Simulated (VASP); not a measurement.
A run of VASP 6.6.1 is set up as follows.

The input INCAR:

```
SYSTEM = Ta2N
PREC = Accurate
ENCUT = 700
EDIFF = 1E-6
ISMEAR = 0
SIGMA = 0.1
LREAL = .False.
LASPH = .True.
NELM = 200
ALGO = Normal
ISIF = 2
LWAVE = .False.
LCHARG = .False.
LMAXMIX = 4
LDAU = .True.
LDAUTYPE = 2
LDAUL = 2 -1
LDAUU = 2 0
LDAUJ = 0 0
LDAUPRINT = 1
GGA = PS
NBANDS = 22
GGA_COMPAT = .False.
```

Contents of KPOINTS:

```
Automatic mesh
0
Gamma
  10 10 6
  0 0 0
```

Contents of POSCAR:

```
Ta2N
1.0
    3.0493158896      0.0000000000      0.0000000000
   -1.5246579448      2.6407850245      0.0000000000
    0.0000000000      0.0000000000      4.7704285953
Ta N
2 1
Direct
    0.3333333333      0.6666666667      0.2547110000
    0.6666666667      0.3333333333      0.7452890000
    0.0000000000      0.0000000000      0.0000000000
```

Potentials or basis: VASP PAW PBE potentials, release 64 (Ta_sv_GW, N).

Launch:

```bash
$ cat potpaw_PBE.64/Ta_sv_GW/POTCAR potpaw_PBE.64/N/POTCAR > POTCAR
$ mpirun -np 1 vasp_std > vasp.out
```

Task: What does it give for the band gap on the k mesh?

Result: Zero (an odd number of electrons rules out a gap without spin polarisation).

Task: Estimate the largest force.

Result: 0.403 eV/Å.

Stress tensor (GPa, compression positive):
```
15.07  0.00  0.00
 0.00 15.07  0.00
 0.00  0.00 18.36
```

Caveat: the cell stands under pressure; the PAW data sets were made with another functional, which shifts forces and pressure a little; spin-orbit coupling is left out, which moves the levels of the heavy elements; U without spin polarisation on a metal has little footing.
